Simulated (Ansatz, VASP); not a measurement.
**One calculation of Ta3GeMo, two programs**

INCAR

```
SYSTEM = Ta3GeMo
PREC = Accurate
ENCUT = 600
EDIFF = 1E-6
ISMEAR = 0
SIGMA = 0.1
LREAL = .False.
LASPH = .True.
NELM = 60
ALGO = Fast
ISIF = 3
LWAVE = .False.
LCHARG = .False.
GGA = PE
IBRION = 2
NSW = 100
EDIFFG = -0.01
```

File KPOINTS:

```
Automatic mesh
0
Gamma
  10 10 2
  0 0 0
```

POSCAR

```
Ta3GeMo
1.0
    3.3722256429      0.0000000000      0.0000000000
    0.0000000000      3.3722256429      0.0000000000
    0.0000000000      0.0000000000     14.9862009783
Ta Ge Mo
6 2 2
Direct
    0.5000000000      0.5000000000      0.5000000000
    0.5000000000      0.5000000000      0.7015494878
    0.5000000000      0.5000000000      0.2984505122
    0.0000000000      0.0000000000      0.0000000000
    0.5000000000      0.5000000000      0.8952322129
    0.5000000000      0.5000000000      0.1047677871
    0.0000000000      0.0000000000      0.1985254312
    0.0000000000      0.0000000000      0.8014745688
    0.0000000000      0.0000000000      0.3943076167
    0.0000000000      0.0000000000      0.6056923833
```

Input for Ansatz:

```yaml
crystal:
  lattice:
    - [3.3722256429, 0.0, 0.0]
    - [0.0, 3.3722256429, 0.0]
    - [0.0, 0.0, 14.9862009783]
  atoms:
    - { symbol: Ta, position: [0.5, 0.5, 0.5] }
    - { symbol: Ta, position: [0.5, 0.5, 0.7015494878] }
    - { symbol: Ta, position: [0.5, 0.5, 0.2984505122] }
    - { symbol: Ta, position: [0.0, 0.0, 0.0] }
    - { symbol: Ta, position: [0.5, 0.5, 0.8952322129] }
    - { symbol: Ta, position: [0.5, 0.5, 0.1047677871] }
    - { symbol: Ge, position: [0.0, 0.0, 0.1985254312] }
    - { symbol: Ge, position: [0.0, 0.0, 0.8014745688] }
    - { symbol: Mo, position: [0.0, 0.0, 0.3943076167] }
    - { symbol: Mo, position: [0.0, 0.0, 0.6056923833] }
basis:
  ecutwfc: 420
kpoints:
  mp_grid: { grid: [10, 10, 2] }
hamiltonian:
  xc: pbe
scf:
  occupations: { method: gaussian, width: 0.1 }
output:
  forces: true
  stress: true
  eigenvalues: true
relax:
  adjacent_minimum: "off"
  f_tol: 0.01
  max_steps: 80
  cell: { stress_tol: 0.05 }
```

Alike in both runs: task relaxation of cell and atoms; functional PBE; k mesh 10 × 10 × 2; occupations gaussian, width 0.1 eV; no spin polarisation.

|  | VASP | Ansatz |
| --- | --- | --- |
| version | VASP 6.6.1 | Ansatz 0.2.0 |
| potentials or method | VASP PAW PBE potentials, release 64 (Ta_pv, Ge_d, Mo_sv), cutoff 600 eV | scalar-relativistic, plane waves, PAW |
| valence electrons in the cell | 122 | 134 |

Ansatz gave:

| Property | Result |
| --- | --- |
| gap on the k mesh at the Fermi level, each at its own relaxed structure (eV) | none |
| relaxed volume (Å³/atom) | 17.05 |
| relaxed length of the cell vector where the two differ most in proportion (Å) | 3.372 |

What did VASP give for the same quantities?

gap on the k mesh at the Fermi level, each at its own relaxed structure (eV): none; relaxed volume (Å³/atom): 17.06; relaxed length of the cell vector where the two differ most in proportion (Å): 3.373.

A gap of «none» marks a metal or a gap that the smearing closes. VASP's potentials hold 122 valence electrons a cell and Ansatz's 134, so a difference there can come from the potentials and not from the codes.

Neither program's run includes spin-orbit coupling.
